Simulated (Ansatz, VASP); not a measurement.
# One calculation of B2Ir, two programs

```
B Ir
1.0
     2.39526    0.00000    0.00000
     0.00000    2.39526    0.00000
     0.00000    0.00000    4.57634
B Ir
2 1
Cartesian
  1.1976 1.1976 1.2356
  1.1976 1.1976 3.3407
  0.0000 0.0000 0.0000
```

Change from the starting cell: species swapped into the FeSi2 type (P4/mmm, No. 123).

Alike in both runs: task single point; functional PBE; k mesh 8 × 8 × 4; occupations gaussian, width 0.1 eV; no spin polarisation.

```csv
,VASP,Ansatz
version,VASP 6.6.1,Ansatz 0.2.0
potentials or method,"VASP PAW PBE potentials, release 64 (B, Ir), cutoff 500 eV","scalar-relativistic, plane waves, PAW"
valence electrons in the cell,15,23
```

```tsv
	VASP	Ansatz	Ansatz less VASP
gap on the k mesh at the Fermi level (eV)	none	none	-
rms of the force components (eV/Å)	3.031	2.941	-0.0896
```

Atom by atom the forces differ by 0.090 eV/Å (rms over components). A gap of «none» marks a metal or a gap that the smearing closes. With one functional, cell and mesh, what is left measures potentials, basis and numerics. VASP's potentials hold 15 valence electrons a cell and Ansatz's 23, so a difference there can come from the potentials and not from the codes.

Spin-orbit coupling is off throughout.
